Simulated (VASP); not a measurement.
Here is a VASP 6.6.1 calculation.

File INCAR:

```
ALGO     = Normal         # electronic algorithm
EDIFF    = 1E-6           # SCF threshold, eV
ENCUT    = 520            # plane-wave cutoff, eV
GGA      = PE             # functional
ISIF     = 2              # what is computed and relaxed
ISMEAR   = 0              # smearing method
LASPH    = True           # aspherical terms in the spheres
LCHARG   = False          # write CHGCAR
LDAU     = True           # DFT+U
LDAUJ    = 0 0 0        
LDAUL    = -1 2 -1        # shell
LDAUPRINT= 1            
LDAUTYPE = 2            
LDAUU    = 0 4 0          # U, eV
LMAXMIX  = 4              # l up to which the mixer works
LREAL    = False          # projectors in reciprocal space
LWAVE    = False          # write WAVECAR
NBANDS   = 28             # bands
NELM     = 150            # most SCF steps
PREC     = Accurate       # precision mode
SIGMA    = 0.02           # smearing width, eV
```

Contents of KPOINTS:

```
k-points
0
Gamma
  8 8 8
```

The input POSCAR:

```
SrTiO3
1.0
    3.9072329125      0.0000000000      0.0000000000
    0.0000000000      3.9072329125      0.0000000000
    0.0000000000      0.0000000000      3.9072329125
Sr Ti O
1 1 3
Direct
    0.5000000000      0.5000000000      0.5000000000
    0.0000000000      0.0000000000      0.0000000000
    0.5000000000      0.0000000000      0.0000000000
    0.0000000000      0.5000000000      0.0000000000
    0.0000000000      0.0000000000      0.5000000000
```

Potentials or basis: VASP PAW PBE potentials, release 64 (Sr_sv, Ti_sv, O).

The run is started by

```bash
$ cat potpaw_PBE.64/Sr_sv/POTCAR potpaw_PBE.64/Ti_sv/POTCAR potpaw_PBE.64/O/POTCAR > POTCAR
$ mpirun -np 1 vasp_std > vasp.out
```

Question: Predict the band gap on the k mesh.

Answer: 2.38 eV (least direct gap 2.80 eV).

Question: What does it give for the pressure?

Answer: 8.5 GPa.

Eigenvalues of the final occupation matrices:
| site | spin | trace | eigenvalues |
| --- | --- | --- | --- |
| site 2 d | 1 | 0.82 | 0.10 0.10 0.10 0.25 0.25 |
| site 2 d | 2 | 0.82 | 0.10 0.10 0.10 0.25 0.25 |

Caveat: the cell stands under pressure. A k mesh can miss the band edges.
